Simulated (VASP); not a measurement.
# SiC: single point with PBE

SiC:

```
Si C
1.0
     3.06070    0.00000    0.00000
    -1.53035    2.65065    0.00000
     0.00000    0.00000    5.02303
Si C
2 2
Direct
  0.33333 0.66667 0.49958
  0.66667 0.33333 0.99958
  0.33333 0.66667 0.87542
  0.66667 0.33333 0.37542
```

This cell differs from its parent crystal: volume changed by -3%.

```yaml
Program: VASP 6.6.1
Task: single point
Functional: PBE
Potentials_or_basis: VASP PAW PBE potentials, release 64 (Si, C)
Cutoff: 520 eV
k_mesh: 9 × 9 × 4
Occupations: gaussian, width 0.01 eV
Spin: no spin polarisation
```

The pressure is 6.8 GPa, the largest force is 0.004 eV/Å and the band gap on the k mesh is 2.25 eV, indirect (least direct gap 4.04 eV).

Forces in eV/Å, atoms in the order of the input:
```
Si   0.000  0.000  0.004
Si   0.000  0.000  0.004
C    0.000  0.000 -0.004
C    0.000  0.000 -0.004
```

Stress tensor (GPa, compression positive):
```
6.90 0.00 0.00
0.00 6.90 0.00
0.00 0.00 6.72
```

Levels at points of the mesh, in eV from the valence-band top:
| k point | band 4 | band 5 | band 6 | band 7 | band 8 | band 9 | band 10 | band 11 | band 12 | band 13 |
| --- | --- | --- | --- | --- | --- | --- | --- | --- | --- | --- |
| (0.00, 0.00, 0.00) | -1.32 | -1.32 | -0.11 | 0.00 | 0.00 | 4.93 | 6.37 | 6.76 | 6.76 | 7.87 |
| (0.00, 0.00, 0.50) | -4.47 | -0.72 | -0.72 | -0.72 | -0.72 | 6.02 | 6.02 | 7.43 | 7.43 | 7.43 |

It took 19 s on 1 thread of Intel(R) Xeon(R) Platinum 8259CL CPU @ 2.50GHz (Skylake/Cascade Lake) (shared host), peak memory 0.16 GiB.

 A k mesh can miss the band edges.
